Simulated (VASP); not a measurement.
# GaSb (I-4m2) in VASP: notebook

GaSb is run at these levels: PBE; tasks: single point.

All numbers are computed with VASP 6.6.1; they aren't measurements. Logs are shortened: lines on timing, memory, paths and dates and some standing lists are left out, and cuts for length are marked.

## (1) The cell of the first run

Symmetry: I-4m2, No. 119, tetragonal system. Conventional cell: a = 5.790 Å, b = 5.790 Å, c = 2.909 Å, α = 90.00°, β = 90.00°, γ = 90.00°. Ga (site symmetry -4m2) has 2 Ga at 2.91 Å and 8 Sb at 2.98 to 3.62 Å within 3.8 Å. Within 3.8 Å of Sb (site symmetry -4m2) lie 2 Sb at 2.91 Å and 8 Ga at 2.98 to 3.62 Å.

## (2) Single point, PBE

INCAR reads:

```
SYSTEM = GaSb
ALGO     = Fast           ! electronic algorithm
EDIFF    = 1E-6           ! SCF threshold, eV
ENCUT    = 520            ! plane-wave cutoff, eV
GGA      = PE             ! functional
ISIF     = 2              ! what is computed and relaxed
ISMEAR   = 0              ! smearing method
LASPH    = .True.         ! aspherical terms in the spheres
LCHARG   = .False.        ! write CHGCAR
LREAL    = .False.        ! projectors in reciprocal space
LWAVE    = .False.        ! write WAVECAR
NBANDS   = 16             ! bands
NELM     = 60             ! most SCF steps
PREC     = Accurate       ! precision mode
SIGMA    = 0.15           ! smearing width, eV
```

KPOINTS reads:

```
k-points
0
Gamma
  16 16 16
  0 0 0
```

POSCAR reads:

```
GaSb
1.0
   -2.8948000000      2.8948000000      1.4546000000
    2.8948000000     -2.8948000000      1.4546000000
    2.8948000000      2.8948000000     -1.4546000000
Ga Sb
1 1
Direct
    0.2500000000      0.7500000000      0.5000000000
    0.0000000000      0.0000000000      0.0000000000
```

Potentials or basis: VASP PAW PBE potentials, release 64 (Ga_d, Sb).

Command:

```bash
cat potpaw_PBE.64/Ga_d/POTCAR potpaw_PBE.64/Sb/POTCAR > POTCAR
mpirun -np 1 vasp_std > vasp.out
```

OUTCAR:

```text
SYSTEM = GaSb
   EDIFF = 1E-6
   ENCUT = 520
   GGA = PE
   ISIF = 2
   ISMEAR = 0
   LASPH = .True.
   LREAL = .False.
   NELM = 60
   PREC = Accurate

 ion  position               nearest neighbor table
   1  0.250  0.750  0.500-   2 2.98   2 2.98   2 2.98   2 2.98
   2  0.000  0.000  0.000-   1 2.98   1 2.98   1 2.98   1 2.98

  LATTYP: Found a body centered tetragonal cell.
 ALAT       =     5.7896000000
 C/A-ratio  =     0.5024872185

  Lattice vectors:

 A1 = (  -2.8948000000,   2.8948000000,   1.4546000000)
 A2 = (   2.8948000000,  -2.8948000000,   1.4546000000)
 A3 = (   2.8948000000,   2.8948000000,  -1.4546000000)

Analysis of symmetry for initial positions (statically):
=====================================================================
 Subroutine PRICEL returns:
 Original cell was already a primitive cell.

 Routine SETGRP: Setting up the symmetry group for a
 body centered tetragonal supercell.

 Subroutine GETGRP returns: Found  8 space group operations
 (whereof  8 operations were pure point group operations)
 out of a pool of 16 trial point group operations.

The static configuration has the point symmetry D_2d.

Analysis of symmetry for dynamics (positions and initial velocities):
=====================================================================
 Subroutine PRICEL returns:
 Original cell was already a primitive cell.

 Routine SETGRP: Setting up the symmetry group for a
 body centered tetragonal supercell.

 Subroutine GETGRP returns: Found  8 space group operations
 (whereof  8 operations were pure point group operations)
 out of a pool of 16 trial point group operations.

The dynamic configuration has the point symmetry D_2d.

 Subroutine INISYM returns: Found  8 space group operations
 (whereof  8 operations are pure point group operations),
 and found     1 'primitive' translations

----------------------------------------------------------------------------------------

                                     Primitive cell

  volume of cell :      48.7574

  direct lattice vectors                    reciprocal lattice vectors
    -2.894800000  2.894800000  1.454600000     0.000000000  0.172723504  0.343737110
     2.894800000 -2.894800000  1.454600000     0.172723504  0.000000000  0.343737110
     2.894800000  2.894800000 -1.454600000     0.172723504  0.172723504  0.000000000

  length of vectors
     4.344605303  4.344605303  4.344605303     0.384692877  0.384692877  0.244267922

  position of ions in fractional coordinates (direct lattice)
[... 79 lines left out ...]
   EDIFF  = 0.1E-05   stopping-criterion for ELM
   LREAL  =      F    real-space projection
   EDIFFG = 0.1E-04   stopping-criterion for IOM
   NSW    =      0    number of steps for IOM
   IBRION =     -1    ionic relax: 0-MD 1-quasi-New 2-CG
   NFREE  =      0    steps in history (QN), initial steepest desc. (CG)
   ISIF   =      2    stress and relaxation
   ISYM   =      2    0-nonsym 1-usesym 2-fastsym
   POTIM  = 0.5000    time-step for ionic-motion
   TEBEG  =    0.0;   TEEND  =   0.0 temperature during run
   PSTRESS=    0.0 pullay stress
   NELECT =      18.0000    total number of electrons
   NUPDOWN=      -1.0000    fix difference up-down
   EMIN   =  10.00;   EMAX   =-10.00  energy-range for DOS
   EFERMI =   0.00;   METHOD = LEGACY
   ISMEAR =     0;   SIGMA  =   0.15  broadening in eV -4-tet -1-fermi 0-gaus
   EFERMI_NEDOS =   21; number of points for ismear=-14 and -15
   IALGO  =     68    algorithm
   IMIX   =      4    mixing-type and parameters
     AMIX     =   0.40;   BMIX     =  1.00
     AMIX_MAG =   1.60;   BMIX_MAG =  1.00
  volume/ion in A,a.u.               =      24.38       164.52
  Fermi-wavevector in a.u.,A,eV,Ry     =   1.174407  2.219308 18.765599  1.379233
  Thomas-Fermi vector in A             =   2.310805
   LORBIT       =      0    0 simple, 1 ext, 2 COOP (PROOUT), +10 PAW based schemes
   GGA     = PE    functional components
   LHFCALC =     F    Hartree Fock is set to
   AEXX    =    0.0000 exact exchange contribution
   IVDW    =     0    specifies the selected vdW correction
   LEPSILON=     F    determine dielectric tensor
   LRPA    =     F    only Hartree local field effects (RPA)
 non-spin polarized calculation
 RMM-DIIS sequential band-by-band and
 Gauss-broadening in eV      SIGMA  =   0.15
  energy-cutoff  :      520.00
  volume of cell :       48.76
 maximum number of plane-waves:      1334
   NGX = 17   NGY = 17   NGZ = 17

 number of electron      18.0000010 magnetization

 Free energy of the ion-electron system (eV)
  ---------------------------------------------------
  ext. energy  EPLUGINS =         0.00000000
  ---------------------------------------------------
  free energy    TOTEN  =        -6.89578175 eV

  energy without entropy =       -6.88671450  energy(sigma->0) =       -6.89124812

 E-fermi :   6.4231     XC(G=0): -10.1825

 val. band max:        6.4175442715   @ k =  -0.2500  -0.4375   0.0625
 cond. band min:       6.4423557050   @ k =  -0.1875  -0.2500   0.1875
 fundamental gap:      0.0248114335
 Fermi energy:         6.4231352049

 k-point     1 :       0.0000    0.0000    0.0000
  band No.  band energies     occupation
      1      -8.5229      2.00000
      2      -8.3842      2.00000
      3      -8.3794      2.00000
      4      -8.3134      2.00000
      5      -8.3134      2.00000
      6      -5.5723      2.00000
[... 433 lines left out ...]
      3      -8.3790      2.00000
      4      -8.3134      2.00000
      5      -8.3132      2.00000
      6      -5.5440      2.00000
[... 8 lines left out ...]
     15      16.5141      0.00000
     16      16.5596      0.00000

 [... further k-points ...]

------------------------ aborting loop because EDIFF is reached ----------------------------------------

  FORCE on cell =-STRESS in cart. coord.  units (eV):
  Direction    XX          YY          ZZ          XY          YZ          ZX
  --------------------------------------------------------------------------------------
  -------------------------------------------------------------------------------------
  Total       -0.7281509     -0.7281509      1.8956708      0.0000000      0.0000000      0.0000000
  in kB      -23.9271651    -23.9271651     62.2920759      0.0000000      0.0000000      0.0000000
  external PRESSURE =       4.8125819 kB  Pullay stress =       0.0000000 kB

 VOLUME and BASIS-vectors are now :
 -----------------------------------------------------------------------------
  energy-cutoff  :      520.00
  volume of cell :       48.76
      direct lattice vectors                 reciprocal lattice vectors
    -2.894800000  2.894800000  1.454600000     0.000000000  0.172723504  0.343737110
     2.894800000 -2.894800000  1.454600000     0.172723504  0.000000000  0.343737110
     2.894800000  2.894800000 -1.454600000     0.172723504  0.172723504  0.000000000

 POSITION                                       TOTAL-FORCE (eV/Angst)
 -----------------------------------------------------------------------------------
      2.89480      0.00000      0.72730         0.000000     -0.000000      0.000000
      0.00000      0.00000      0.00000        -0.000000      0.000000     -0.000000
 -----------------------------------------------------------------------------------
    total drift:                                0.000000     -0.000000     -0.000000

  FREE ENERGIE OF THE ION-ELECTRON SYSTEM (eV)
  ---------------------------------------------------
  free  energy   TOTEN  =        -6.8957817489 eV

  energy  without entropy=       -6.8867144962  energy(sigma->0) =       -6.89124812
```

OSZICAR:

```text
N       E                     dE             d eps       ncg     rms          rms(c)
DAV:   1     0.828156623175E+02    0.82816E+02   -0.83088E+03 11184   0.147E+03
DAV:   2    -0.788408410448E+00   -0.83604E+02   -0.80824E+02 13224   0.317E+02
DAV:   3    -0.680335733197E+01   -0.60149E+01   -0.59915E+01 13528   0.637E+01
DAV:   4    -0.690598508178E+01   -0.10263E+00   -0.10261E+00 13680   0.918E+00
DAV:   5    -0.690840756835E+01   -0.24225E-02   -0.24224E-02 14256   0.127E+00    0.241E+00
RMM:   6    -0.689680709687E+01    0.11600E-01   -0.27638E-02 16603   0.183E+00    0.142E+00
RMM:   7    -0.689572197309E+01    0.10851E-02   -0.12632E-02 16050   0.967E-01    0.183E-01
RMM:   8    -0.689574046442E+01   -0.18491E-04   -0.16999E-03 17321   0.435E-01    0.680E-02
RMM:   9    -0.689577694644E+01   -0.36482E-04   -0.24329E-04 17394   0.156E-01    0.145E-02
RMM:  10    -0.689578222215E+01   -0.52757E-05   -0.51990E-05 18065   0.663E-02    0.158E-02
RMM:  11    -0.689578223457E+01   -0.12427E-07   -0.10926E-05 15973   0.297E-02    0.632E-03
RMM:  12    -0.689578174894E+01    0.48563E-06   -0.27448E-06 11024   0.196E-02
   1 F= -.68957817E+01 E0= -.68912481E+01  d E =-.906725E-02
```

stdout:

```text
POSCAR found type information on POSCAR GaSb
 POSCAR found :  2 types and       2 ions
 scaLAPACK will be used
 LDA part: xc-table for (Slater+PW92), standard interpolation
 POSCAR, INCAR and KPOINTS ok, starting setup
 FFT: planning ... GRIDC
 FFT: planning ... GRID_SOFT
 FFT: planning ... GRID
 WAVECAR not read
 entering main loop
WARNING in EDDRMM: call to ZHEGV failed, returncode =   8  4     15
WARNING in EDDRMM: call to ZHEGV failed, returncode =   8  4     14
WARNING in EDDRMM: call to ZHEGV failed, returncode =   8  4     15
WARNING in EDDRMM: call to ZHEGV failed, returncode =   8  4     15
```

Wall time 3.4 min (1 thread of Oxide Virtual Turin-like, shared host); peak memory 0.37 GiB.

Results:

```
Free energy            : -6.8958 eV
Pressure               : 0.5 GPa
Band gap on the k mesh : zero (bands 9 and 10 overlap by 3.68 eV)
```

Stress tensor (GPa, compression positive):
```
-2.39  0.00  0.00
 0.00 -2.39  0.00
 0.00  0.00  6.23
```

Levels at points of the mesh, in eV from the Fermi level:
```tsv
k point	band 6	band 7	band 8	band 9	band 10	band 11	band 12	band 13
(0.00, 0.00, 0.00)	-12.00	-4.27	-2.38	-2.38	3.00	5.97	5.97	7.15
(0.50, 0.00, 0.00)	-7.45	-5.30	-2.58	-1.29	-0.80	2.67	3.05	4.84
(0.50, 0.50, 0.00)	-10.88	-8.07	-0.75	0.91	1.28	1.34	6.68	8.88
(0.50, 0.50, 0.50)	-10.06	-6.38	-5.00	-5.00	6.00	7.57	8.55	8.55
```

Caveat: the stress differs along the axes, from -2 to 6 GPa; spin-orbit coupling is left out, which moves the levels of the heavy elements.

## (3) Single point, PBE

This run uses another cell than the first one, of 24.56 Å³/atom.

INCAR reads:

```
SYSTEM = GaSb
PREC     = Accurate       ! precision mode
ENCUT    = 520            ! plane-wave cutoff, eV
EDIFF    = 1E-6           ! SCF threshold, eV
ISMEAR   = 0              ! smearing method
SIGMA    = 0.15           ! smearing width, eV
LREAL    = .False.        ! projectors in reciprocal space
LASPH    = .True.         ! aspherical terms in the spheres
NELM     = 80             ! most SCF steps
ALGO     = Fast           ! electronic algorithm
ISIF     = 2              ! what is computed and relaxed
LWAVE    = .False.        ! write WAVECAR
LCHARG   = .False.        ! write CHGCAR
GGA      = PE             ! functional
NBANDS   = 16             ! bands
```

KPOINTS reads:

```
regular mesh
0
Gamma
  16 16 16
  0 0 0
```

POSCAR reads:

```
GaSb
1.0
   -2.7196500000      2.7196500000      1.6601500000
    2.7196500000     -2.7196500000      1.6601500000
    2.7196500000      2.7196500000     -1.6601500000
Ga Sb
1 1
Direct
    0.2500000000      0.7500000000      0.5000000000
    0.0000000000      0.0000000000      0.0000000000
```

Potentials or basis: VASP PAW PBE potentials, release 64 (Ga_d, Sb).

Command:

```bash
cat potpaw_PBE.64/Ga_d/POTCAR potpaw_PBE.64/Sb/POTCAR > POTCAR
mpirun -np 1 vasp_std > vasp.out
```

Run time: 2.5 min. Hardware: 1 thread of Oxide Virtual Turin-like, shared host; peak memory 0.37 GiB.

It converged, with:

```yaml
Free_energy: -6.9729 eV
Pressure: -0.3 GPa
Band_gap_on_the_k_mesh: zero (bands 9 and 10 overlap by 4.86 eV)
```

Stress tensor (GPa, compression positive):
```
 0.61  0.00  0.00
 0.00  0.61  0.00
 0.00  0.00 -2.21
```

Levels at points of the mesh, in eV from the Fermi level:
```
           k point  band 5  band 6  band 7  band 8  band 9  band 10  band 11  band 12  band 13  band 14
(0.00, 0.00, 0.00)  -14.88  -11.83   -2.52   -1.65   -1.65     3.65     4.14     6.61     7.12     7.12
(0.50, 0.00, 0.00)  -14.87   -8.59   -5.71   -2.33   -1.69    -1.05     2.36     3.33     5.18     8.31
(0.50, 0.50, 0.00)  -14.87  -10.27   -7.91    0.19    1.74     2.50     2.69     3.98     5.75     7.56
(0.50, 0.50, 0.50)  -14.86   -9.05   -5.73   -4.83   -4.83     2.49     3.97    10.54    10.54    12.13
```

Caveat: spin-orbit coupling is left out, which moves the levels of the heavy elements.

## (4) Single point, PBE

This run uses another cell than the first one, of 24.59 Å³/atom.

INCAR reads:

```
SYSTEM = GaSb
ALGO = Fast
EDIFF = 1E-6
ENCUT = 520
GGA = PE
ISIF = 2
ISMEAR = 0
LASPH = .True.
LCHARG = .False.
LREAL = .False.
LWAVE = .False.
NBANDS = 16
NELM = 80
PREC = Accurate
SIGMA = 0.15
```

KPOINTS reads:

```
k-points
0
Gamma
  16 16 16
  0 0 0
```

POSCAR reads:

```
GaSb
1.0
   -2.8118500000      2.8118500000      1.5547500000
    2.8118500000     -2.8118500000      1.5547500000
    2.8118500000      2.8118500000     -1.5547500000
Ga Sb
1 1
Direct
    0.2500000000      0.7500000000      0.5000000000
    0.0000000000      0.0000000000      0.0000000000
```

Command:

```bash
cat potpaw_PBE.64/Ga_d/POTCAR potpaw_PBE.64/Sb/POTCAR > POTCAR
mpirun -np 1 vasp_std > vasp.out
```

Run time: 2.7 min. Hardware: 1 thread of Oxide Virtual Turin-like, shared host; peak memory 0.37 GiB.

The run converged. Its results:

```
Free energy            : -6.9867 eV
Pressure               : -0.8 GPa
Band gap on the k mesh : zero (bands 9 and 10 overlap by 4.45 eV)
```

Stress tensor (GPa, compression positive):
```
-1.35  0.00  0.00
 0.00 -1.35  0.00
 0.00  0.00  0.24
```

Levels at points of the mesh, in eV from the Fermi level:
| k point | band 6 | band 7 | band 8 | band 9 | band 10 | band 11 | band 12 | band 13 |
| --- | --- | --- | --- | --- | --- | --- | --- | --- |
| (0.00, 0.00, 0.00) | -11.83 | -3.41 | -1.99 | -1.99 | 3.31 | 5.49 | 6.73 | 6.73 |
| (0.50, 0.00, 0.00) | -8.05 | -5.42 | -2.53 | -1.27 | -1.19 | 2.48 | 3.12 | 4.92 |
| (0.50, 0.50, 0.00) | -10.51 | -7.95 | -0.22 | 1.66 | 1.70 | 2.00 | 5.01 | 7.11 |
| (0.50, 0.50, 0.50) | -9.50 | -6.03 | -4.89 | -4.89 | 4.10 | 5.65 | 9.69 | 9.69 |

Caveat: spin-orbit coupling is left out, which moves the levels of the heavy elements.

[end of part 1 of 2]

The gap in the log of VASP goes by the Fermi energy; the results here count the filled bands.